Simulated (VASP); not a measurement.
A run of VASP 6.6.1 is set up as follows.

File INCAR:

```
SYSTEM = AsSe4
PREC     = Accurate       ! precision mode
ENCUT    = 600            ! plane-wave cutoff, eV
EDIFF    = 1E-6           ! SCF threshold, eV
ISMEAR   = 0              ! smearing method
SIGMA    = 0.1            ! smearing width, eV
LREAL    = .FALSE.        ! projectors in reciprocal space
LASPH    = .TRUE.         ! aspherical terms in the spheres
NELM     = 100            ! most SCF steps
ALGO     = Normal         ! electronic algorithm
ISIF     = 3              ! what is computed and relaxed
LWAVE    = .FALSE.        ! write WAVECAR
LCHARG   = .FALSE.        ! write CHGCAR
GGA      = PE             ! functional
IBRION   = 2              ! ionic algorithm
NSW      = 90             ! ionic steps
EDIFFG   = -0.04          ! ionic threshold
```

KPOINTS

```
Automatic mesh
0
G
  6 6 6
  0 0 0
```

The input POSCAR:

```
AsSe4
1.0
   -4.3157985824      4.3157985824      1.7379729279
    4.3157985824     -4.3157985824      1.7379729279
    4.3157985824      4.3157985824     -1.7379729279
As Se
1 4
Direct
    0.0000000000      0.0000000000      0.0000000000
    0.2764523750      0.6422925971      0.9187449721
    0.7235476250      0.3577074029      0.0812550279
    0.3577074029      0.2764523750      0.6341597779
    0.6422925971      0.7235476250      0.3658402221
```

Potentials or basis: VASP PAW PBE potentials, release 64 (As, Se).

Run with:

```console
$ cat potpaw_PBE.64/As/POTCAR potpaw_PBE.64/Se/POTCAR > POTCAR
$ mpirun -np 1 vasp_std > vasp.out
```

Q: What does it give for the space group after relaxing (to 0.1 Å)?

A: I4/m (No. 87).

Q: Predict the relaxed volume.

A: 26.06 Å³/atom.

Q: Estimate the relaxed cell.

A: a = 6.390 Å, b = 6.390 Å, c = 6.390 Å, α = 94.16°, β = 94.16°, γ = 148.77°.

Q: Predict the band gap on the k mesh.

A: Zero (an odd number of electrons rules out a gap without spin polarisation).

Forces on the atoms (eV/Å):
```
As   0.000  0.000  0.000
Se   0.009  0.005  0.000
Se  -0.009 -0.005  0.000
Se   0.005 -0.009  0.000
Se  -0.005  0.009  0.000
```
